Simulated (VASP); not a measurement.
**SrCl2: single point with PBEsol**

Crystal: SrCl2.

```
CELL_PARAMETERS angstrom
0.00000 3.48835 3.48835
3.48835 0.00000 3.48835
3.48835 3.48835 0.00000
ATOMIC_POSITIONS crystal
Sr 0.00000 0.00000 0.00000
Cl 0.25000 0.25000 0.25000
Cl 0.75000 0.75000 0.75000
```

```
Program             : VASP 6.6.1
Task                : single point
Functional          : PBEsol
Potentials or basis : VASP PAW PBE potentials, release 64 (Sr_sv, Cl)
Cutoff              : 520 eV
k mesh              : 4 × 4 × 4
Occupations         : gaussian, width 0.01 eV
Spin                : no spin polarisation
```

- Pressure: -0.9 GPa
- Band gap on the k mesh: 5.13 eV (least direct gap 5.36 eV)

Levels at points of the mesh, in eV from the valence-band top:
| k point | band 8 | band 9 | band 10 | band 11 | band 12 | band 13 | band 14 | band 15 | band 16 | band 17 |
| --- | --- | --- | --- | --- | --- | --- | --- | --- | --- | --- |
| (0.00, 0.00, 0.00) | -2.17 | -2.17 | -0.34 | -0.34 | -0.34 | 5.13 | 5.97 | 5.97 | 8.88 | 8.88 |
| (0.50, 0.00, 0.00) | -1.60 | -1.54 | -1.35 | -1.07 | -1.07 | 6.61 | 6.61 | 7.41 | 7.71 | 8.56 |
| (0.50, 0.50, 0.00) | -1.91 | -1.91 | -0.41 | -0.41 | 0.00 | 5.36 | 6.93 | 7.52 | 7.94 | 7.94 |

Run time: 14 s on 1 thread of Intel(R) Xeon(R) Platinum 8488C (Sapphire Rapids) (shared host), peak memory 0.23 GiB.

Caveat: the PAW data sets were made with another functional, which shifts forces and pressure a little. A k mesh can miss the band edges.
